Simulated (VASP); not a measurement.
# Mo (Fm-3m) in VASP: a series of runs

The runs below take Mo through single point, relaxation of cell and atoms, with r2SCAN.

All numbers are computed with VASP 6.6.1; they aren't measurements. Logs are shortened: lines on timing, memory, paths and dates and some standing lists are left out, and cuts for length are marked.

## (1) The cell of the first run

It takes space group Fm-3m (No. 225, cubic). The conventional cell has a = 3.987 Å, b = 3.987 Å, c = 3.987 Å, α = 90.00°, β = 90.00°, γ = 90.00°. Mo (site symmetry m-3m) has 12 Mo at 2.82 Å within 3.7 Å.

This isn't the form of Mo at room conditions, which is bcc.

## (2) Single point, r2SCAN

POSCAR reads:

```
Mo
1.0
    0.0000000000      1.9935526224      1.9935526224
    1.9935526224      0.0000000000      1.9935526224
    1.9935526224      1.9935526224      0.0000000000
Mo
1
Direct
    0.0000000000      0.0000000000      0.0000000000
```

INCAR.step1 reads:

```
ALGO = Normal
EDIFF = 1E-4
ENCUT = 520
GGA = PE
ISMEAR = 0
LASPH = True
LCHARG = False
LREAL = False
LWAVE = True
NBANDS = 13
NELM = 100
PREC = Accurate
SIGMA = 0.1
```

INCAR.step2 reads:

```
ALGO = Normal
EDIFF = 1E-6
ENCUT = 520
ISIF = 2
ISMEAR = 0
ISTART = 1
LASPH = True
LCHARG = False
LMIXTAU = True
LREAL = False
LWAVE = False
METAGGA = R2SCAN
NBANDS = 13
NELM = 100
PREC = Accurate
SIGMA = 0.1
```

KPOINTS reads:

```
k-points
0
Gamma
  18 18 18
```

Potentials or basis: VASP PAW PBE potentials, release 64 (Mo_sv).

Command:

```console
$ cat potpaw_PBE.64/Mo_sv/POTCAR > POTCAR
$ cp INCAR.step1 INCAR
$ mpirun -np 1 vasp_std > vasp.out
$ cp INCAR.step2 INCAR
$ mpirun -np 1 vasp_std > vasp.out
```

OUTCAR:

```text
EDIFF = 1E-6
   ENCUT = 520
   ISIF = 2
   ISMEAR = 0
   ISTART = 1
   LASPH = True
   LREAL = False
   METAGGA = R2SCAN
   NELM = 100
   PREC = Accurate

 ion  position               nearest neighbor table
   1  0.000  0.000  0.000-

  LATTYP: Found a face centered cubic cell.
 ALAT       =     3.9871052448

  Lattice vectors:

 A1 = (   0.0000000000,   1.9935526224,   1.9935526224)
 A2 = (   1.9935526224,   0.0000000000,   1.9935526224)
 A3 = (   1.9935526224,   1.9935526224,   0.0000000000)

Analysis of symmetry for initial positions (statically):
=====================================================================
 Subroutine PRICEL returns:
 Original cell was already a primitive cell.

 Routine SETGRP: Setting up the symmetry group for a
 face centered cubic supercell.

 Subroutine GETGRP returns: Found 48 space group operations
 (whereof 48 operations were pure point group operations)
 out of a pool of 48 trial point group operations.

The static configuration has the point symmetry O_h .

Analysis of symmetry for dynamics (positions and initial velocities):
=====================================================================
 Subroutine PRICEL returns:
 Original cell was already a primitive cell.

 Routine SETGRP: Setting up the symmetry group for a
 face centered cubic supercell.

 Subroutine GETGRP returns: Found 48 space group operations
 (whereof 48 operations were pure point group operations)
 out of a pool of 48 trial point group operations.

The dynamic configuration has the point symmetry O_h .

 Subroutine INISYM returns: Found 48 space group operations
 (whereof 48 operations are pure point group operations),
 and found     1 'primitive' translations

----------------------------------------------------------------------------------------

                                     Primitive cell

  volume of cell :      15.8458

  direct lattice vectors                    reciprocal lattice vectors
     0.000000000  1.993552622  1.993552622    -0.250808529  0.250808529  0.250808529
     1.993552622  0.000000000  1.993552622     0.250808529 -0.250808529  0.250808529
     1.993552622  1.993552622  0.000000000     0.250808529  0.250808529 -0.250808529

  length of vectors
     2.819309156  2.819309156  2.819309156     0.434413115  0.434413115  0.434413115

  position of ions in fractional coordinates (direct lattice)
     0.000000000  0.000000000  0.000000000

  ion indices of the primitive-cell ions
   primitive index   ion index
                 1           1

----------------------------------------------------------------------------------------

 KPOINTS: k-points

Automatic generation of k-mesh.
 Grid dimensions read from file:
 generate k-points for:   18   18   18

 Generating k-lattice:

  Cartesian coordinates                     Fractional coordinates (reciprocal lattice)
    -0.013933807  0.013933807  0.013933807     0.055555556  0.000000000  0.000000000
     0.013933807 -0.013933807  0.013933807     0.000000000  0.055555556  0.000000000
     0.013933807  0.013933807 -0.013933807     0.000000000  0.000000000  0.055555556

  Length of vectors
     0.024134062  0.024134062  0.024134062

  Shift w.r.t. Gamma in fractional coordinates (k-lattice)
     0.000000000  0.000000000  0.000000000

 Subroutine IBZKPT returns following result:
 ===========================================

 Found    195 irreducible k-points:

 Following reciprocal coordinates:
            Coordinates               Weight
  0.000000  0.000000  0.000000      1.000000
  0.055556  0.000000  0.000000      8.000000
  0.111111  0.000000  0.000000      8.000000
  0.166667  0.000000  0.000000      8.000000
  0.222222  0.000000  0.000000      8.000000
  0.277778  0.000000  0.000000      8.000000
[... 16 lines left out ...]
 -0.277778  0.055556  0.000000     24.000000
 -0.222222  0.055556  0.000000     24.000000
 [... further k-points ...]
   k-points           NKPTS =    195   k-points in BZ     NKDIM =    195   number of bands    NBANDS=     13
   number of dos      NEDOS =    301   number of ions     NIONS =      1
   total plane-waves  NPLWV =  13824
   dimension x,y,z NGX =    24 NGY =   24 NGZ =   24
   dimension x,y,z NGXF=    48 NGYF=   48 NGZF=   48
   ions per type =               1
   NGX,Y,Z   is equivalent  to a cutoff of  14.15, 14.15, 14.15 a.u.
   NGXF,Y,Z  is equivalent  to a cutoff of  28.30, 28.30, 28.30 a.u.
 SYSTEM =  unknown system
   PREC   = accura    normal or accurate (medium, high low for compatibility)
   ISTART =      1    job   : 0-new  1-cont  2-samecut
   ICHARG =      0    charge: 1-file 2-atom 10-const
   ISPIN  =      1    spin polarized calculation?
   LNONCOLLINEAR =      F non collinear calculations
   LSORBIT =      F    spin-orbit coupling
   LASPH  =      T    aspherical Exc in radial PAW
   ENCUT  =  520.0 eV  38.22 Ry    6.18 a.u.   5.24  5.24  5.24*2*pi/ulx,y,z
   NELM   =    100;   NELMIN=  2; NELMDL=  0     # of ELM steps
   EDIFF  = 0.1E-05   stopping-criterion for ELM
   LREAL  =      F    real-space projection
   EDIFFG = 0.1E-04   stopping-criterion for IOM
   NSW    =      0    number of steps for IOM
   IBRION =     -1    ionic relax: 0-MD 1-quasi-New 2-CG
   NFREE  =      0    steps in history (QN), initial steepest desc. (CG)
   ISIF   =      2    stress and relaxation
   ISYM   =      2    0-nonsym 1-usesym 2-fastsym
   POTIM  = 0.5000    time-step for ionic-motion
   TEBEG  =    0.0;   TEEND  =   0.0 temperature during run
   PSTRESS=    0.0 pullay stress
   NELECT =      14.0000    total number of electrons
   NUPDOWN=      -1.0000    fix difference up-down
   EMIN   =  10.00;   EMAX   =-10.00  energy-range for DOS
   EFERMI =   0.00;   METHOD = LEGACY
   ISMEAR =     0;   SIGMA  =   0.10  broadening in eV -4-tet -1-fermi 0-gaus
   EFERMI_NEDOS =   21; number of points for ismear=-14 and -15
   IALGO  =     38    algorithm
   IMIX   =      4    mixing-type and parameters
     AMIX     =   0.40;   BMIX     =  1.00
     AMIX_MAG =   1.60;   BMIX_MAG =  1.00
  volume/ion in A,a.u.               =      15.85       106.93
  Fermi-wavevector in a.u.,A,eV,Ry     =   1.570893  2.968556 33.575142  2.467703
  Thomas-Fermi vector in A             =   2.672558
   LORBIT       =      0    0 simple, 1 ext, 2 COOP (PROOUT), +10 PAW based schemes
   METAGGA = R2SCAN    functional components
   LHFCALC =     F    Hartree Fock is set to
   AEXX    =    0.0000 exact exchange contribution
   IVDW    =     0    specifies the selected vdW correction
   LEPSILON=     F    determine dielectric tensor
   LRPA    =     F    only Hartree local field effects (RPA)
 non-spin polarized calculation
 Gauss-broadening in eV      SIGMA  =   0.10
  energy-cutoff  :      520.00
  volume of cell :       15.85
 maximum number of plane-waves:       444
 NGX is ok and might be reduce to    24
   NGX = 11   NGY = 11   NGZ = 11

 number of electron      14.0000000 magnetization

 Free energy of the ion-electron system (eV)
  ---------------------------------------------------
  ext. energy  EPLUGINS =         0.00000000
  ---------------------------------------------------
  free energy    TOTEN  =       -25.59899983 eV

  energy without entropy =      -25.59310790  energy(sigma->0) =      -25.59605386

 E-fermi :  11.9067     XC(G=0): -14.5265

 val. band max:       11.8905171795   @ k =  -0.4444   0.1667   0.0000
 cond. band min:      11.9246551010   @ k =  -0.3889   0.1667   0.0556
 fundamental gap:      0.0341379215
 Fermi energy:        11.9067198851

 k-point     1 :       0.0000    0.0000    0.0000
  band No.  band energies     occupation
      1     -50.7341      2.00000
      2     -23.2661      2.00000
      3     -23.2661      2.00000
      4     -23.2661      2.00000
      5       4.7350      2.00000
      6      11.1441      2.00000
      7      11.1441      2.00000
      8      11.1441      2.00000
      9      14.1128      0.00000
     10      14.1128      0.00000
     11      25.5059      0.00000
     12      31.3117      0.00000
     13      31.3117      0.00000

 k-point     2 :       0.0556    0.0000    0.0000
  band No.  band energies     occupation
      1     -50.7264      2.00000
      2     -23.3128      2.00000
      3     -23.2719      2.00000
      4     -23.2719      2.00000
      5       4.8697      2.00000
      6      11.0482      2.00000
      7      11.2053      2.00000
      8      11.2053      2.00000
      9      14.0622      0.00000
     10      14.0622      0.00000
     11      25.7677      0.00000
     12      30.6856      0.00000
     13      31.5509      0.00000

 k-point     3 :       0.1111    0.0000    0.0000
  band No.  band energies     occupation
      1     -50.7042      2.00000
      2     -23.4461      2.00000
      3     -23.2884      2.00000
      4     -23.2884      2.00000
      5       5.2548      2.00000
      6      10.8044      2.00000
      7      11.3658      2.00000
      8      11.3658      2.00000
      9      13.9472      0.00000
     10      13.9472      0.00000
     11      26.4792      0.00000
     12      29.4534      0.00000
     13      32.2463      0.00000
[... 305 lines left out ...]
 k-point    23 :      -0.2778    0.0556    0.0000
  band No.  band energies     occupation
      1     -50.5631      2.00000
      2     -24.2181      2.00000
      3     -23.4377      2.00000
      4     -23.3731      2.00000
      5       7.1155      2.00000
      6      10.6718      2.00000
      7      11.4235      2.00000
      8      11.5656      2.00000
      9      14.1661      0.00000
     10      15.1651      0.00000
     11      25.6041      0.00000
     12      28.9795      0.00000
     13      34.6688      0.00000

 k-point    24 :      -0.2222    0.0556    0.0000
  band No.  band energies     occupation
      1     -50.6076      2.00000
      2     -23.9771      2.00000
      3     -23.4041      2.00000
      4     -23.3398      2.00000
      5       6.7434      2.00000
      6      10.3036      2.00000
      7      11.5930      1.99999
      8      11.7061      1.99545
      9      13.6758      0.00000
     10      14.6152      0.00000
     11      26.5146      0.00000
     12      29.1507      0.00000
     13      34.2104      0.00000

 [... further k-points ...]

------------------------ aborting loop because EDIFF is reached ----------------------------------------

  FORCE on cell =-STRESS in cart. coord.  units (eV):
  Direction    XX          YY          ZZ          XY          YZ          ZX
  --------------------------------------------------------------------------------------
  -------------------------------------------------------------------------------------
  Total        0.1027994      0.1027994      0.1027994      0.0000000     -0.0000000      0.0000000
  in kB       10.3941275     10.3941275     10.3941275      0.0000000     -0.0000000      0.0000000
  external PRESSURE =      10.3941275 kB  Pullay stress =       0.0000000 kB

 VOLUME and BASIS-vectors are now :
 -----------------------------------------------------------------------------
  energy-cutoff  :      520.00
  volume of cell :       15.85
      direct lattice vectors                 reciprocal lattice vectors
     0.000000000  1.993552622  1.993552622    -0.250808529  0.250808529  0.250808529
     1.993552622  0.000000000  1.993552622     0.250808529 -0.250808529  0.250808529
     1.993552622  1.993552622  0.000000000     0.250808529  0.250808529 -0.250808529

 POSITION                                       TOTAL-FORCE (eV/Angst)
 -----------------------------------------------------------------------------------
      0.00000      0.00000      0.00000         0.000000      0.000000     -0.000000
 -----------------------------------------------------------------------------------
    total drift:                               -0.000000      0.000000      0.000000

  FREE ENERGIE OF THE ION-ELECTRON SYSTEM (eV)
  ---------------------------------------------------
  free  energy   TOTEN  =       -25.5989998253 eV

  energy  without entropy=      -25.5931078979  energy(sigma->0) =      -25.59605386
```

Run time: 66 s. Hardware: 1 thread of Intel Xeon Platinum 8488C (Sapphire Rapids), shared host; peak memory 0.17 GiB.

Results:

```yaml
Free_energy: -25.5990 eV
Pressure: 1.0 GPa
Band_gap_on_the_k_mesh: zero (bands 7 and 8 overlap by 4.96 eV)
```

Levels at points of the mesh, in eV from the Fermi level:
```csv
k point,band 3,band 4,band 5,band 6,band 7,band 8,band 9,band 10,band 11,band 12
"(0.00, 0.00, 0.00)",-35.17,-35.17,-7.17,-0.76,-0.76,-0.76,2.21,2.21,13.60,19.40
"(0.50, 0.00, 0.00)",-35.36,-35.36,-4.93,-0.89,-0.89,1.53,4.30,4.30,11.85,13.32
"(0.50, 0.50, 0.00)",-35.69,-35.69,-5.25,-4.61,4.20,4.34,4.86,4.86,13.23,13.23
```

Caveat: the PAW data sets were made with another functional, which shifts forces and pressure a little.

## (3) Relaxation of cell and atoms, r2SCAN

This run uses another cell than the first one, of 16.36 Å³/atom.

POSCAR reads:

```
Mo
1.0
    0.0000000000      2.0150000000      2.0150000000
    2.0150000000      0.0000000000      2.0150000000
    2.0150000000      2.0150000000      0.0000000000
Mo
1
Direct
    0.0000000000      0.0000000000      0.0000000000
```

INCAR.step1 reads:

```
SYSTEM = Mo
  ALGO = Normal
  EDIFF = 1E-4
  ENCUT = 600
  GGA = PE
  ISMEAR = 0
  LASPH = .TRUE.
  LCHARG = .FALSE.
  LREAL = .FALSE.
  LWAVE = .TRUE.
  NELM = 80
  PREC = Accurate
  SIGMA = 0.1
```

INCAR.step2 reads:

```
SYSTEM = Mo
  ALGO = Normal
  EDIFF = 1E-6
  EDIFFG = -0.005
  ENCUT = 600
  IBRION = 2
  ISIF = 3
  ISMEAR = 0
  ISTART = 1
  LASPH = .TRUE.
  LCHARG = .FALSE.
  LMIXTAU = .TRUE.
  LREAL = .FALSE.
  LWAVE = .FALSE.
  METAGGA = R2SCAN
  NELM = 80
  NSW = 100
  PREC = Accurate
  SIGMA = 0.1
```

KPOINTS reads:

```
k-points
0
G
  18 18 18
  0 0 0
```

Potentials or basis: VASP PAW PBE potentials, release 64 (Mo_sv).

Command:

```console
$ cat potpaw_PBE.64/Mo_sv/POTCAR > POTCAR
$ cp INCAR.step1 INCAR
$ mpirun -np 1 vasp_std > vasp.out
$ cp INCAR.step2 INCAR
$ mpirun -np 1 vasp_std > vasp.out
```

It took 3.4 min on 1 thread of Intel Xeon Platinum 8488C (Sapphire Rapids), shared host; peak memory 0.18 GiB.

Results (log left out):

| Quantity | Value |
| --- | --- |
| Free energy | -25.5974 eV |
| Relaxed volume | 15.91 Å³/atom |
| Relaxed cell | a = 2.823 Å, b = 2.823 Å, c = 2.823 Å, α = 60.00°, β = 60.00°, γ = 60.00° |
| Space group after relaxing (to 0.1 Å) | Fm-3m (No. 225) |
| Energy gained by relaxing | 9.7 meV/atom |
| Ionic steps | 4 |
| Pressure after relaxing | 0.0 GPa |
| Band gap on the k mesh | zero (bands 7 and 8 overlap by 4.93 eV) |

Step by step:
| step | energy change (eV) | largest force (eV/Å) | pressure (GPa) | volume (Å³) |
| --- | --- | --- | --- | --- |
| 1 | 0.0000 | 0.0000 | -6.69 | 16.36 |
| 2 | 0.0593 | 0.0000 | 21.12 | 14.80 |
| 3 | -0.0097 | 0.0000 | -0.20 | 15.92 |
| 4 | -0.0097 | 0.0000 | -0.01 | 15.91 |

Final structure:
```
CELL_PARAMETERS angstrom
0.00000 1.99624 1.99624
1.99624 0.00000 1.99624
1.99624 1.99624 0.00000
ATOMIC_POSITIONS crystal
Mo 0.00000 0.00000 0.00000
```

Levels at points of the mesh, in eV from the Fermi level:
```tsv
k point	band 3	band 4	band 5	band 6	band 7	band 8	band 9	band 10	band 11
(0.00, 0.00, 0.00)	-35.18	-35.18	-7.16	-0.76	-0.76	-0.76	2.20	2.20	13.60
(0.50, 0.00, 0.00)	-35.37	-35.37	-4.91	-0.88	-0.88	1.52	4.28	4.28	11.78
(0.50, 0.50, 0.00)	-35.69	-35.69	-5.22	-4.59	4.17	4.31	4.84	4.84	13.20
```

Caveat: the PAW data sets were made with another functional, which shifts forces and pressure a little.

The gap in the log of VASP goes by the Fermi energy; the results here count the filled bands.